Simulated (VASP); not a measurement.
NiO:

```
CELL_PARAMETERS angstrom
0.00000 2.24063 2.24063
2.24063 0.00000 2.24063
2.24063 2.24063 0.00000
ATOMIC_POSITIONS crystal
Ni 0.00000 0.00000 0.00000
O 0.75000 0.75000 0.75000
```

* Program: VASP 6.6.1
* Task: relaxation of cell and atoms
* Functional: PBEsol-based global hybrid
* Potentials or basis: VASP PAW PBE potentials, release 64 (Ni, O)
* Cutoff: 600 eV
* k mesh: 5 × 5 × 5
* Occupations: fermi-dirac, width 0.05 eV
* Spin: collinear spin, ferromagnetic start
* Starting moments: [1.0, 0.0] μB

At the start: pressure -9.5 GPa; volume 11.25 Å³/atom.

Q: Where does the relaxation end?

A: Over 3 steps the energy falls by 21.1 meV/atom and the volume is 10.59 Å³/atom (-5.8 %); space group F-43m (No. 216, to 0.05 Å); moment 2.00 μB per cell.

Step by step:
```tsv
step	energy change (eV)	largest force (eV/Å)	pressure (GPa)	volume (Å³)
1	0.0000	0.0000	-9.47	22.50
2	-0.0238	0.0000	7.75	20.40
3	-0.0421	0.0000	-0.01	21.18
```

Final structure:
```
CELL_PARAMETERS angstrom
0.00000 2.19606 2.19606
2.19606 0.00000 2.19606
2.19606 2.19606 0.00000
ATOMIC_POSITIONS crystal
Ni 0.00000 0.00000 0.00000
O 0.75000 0.75000 0.75000
```

Caveat: the k points lie up to 0.50 Å⁻¹ apart in the final cell; the PAW data sets were made with another functional, which shifts forces and pressure a little; a cell with one magnetic atom can't hold antiferromagnetic order, which such compounds often take.
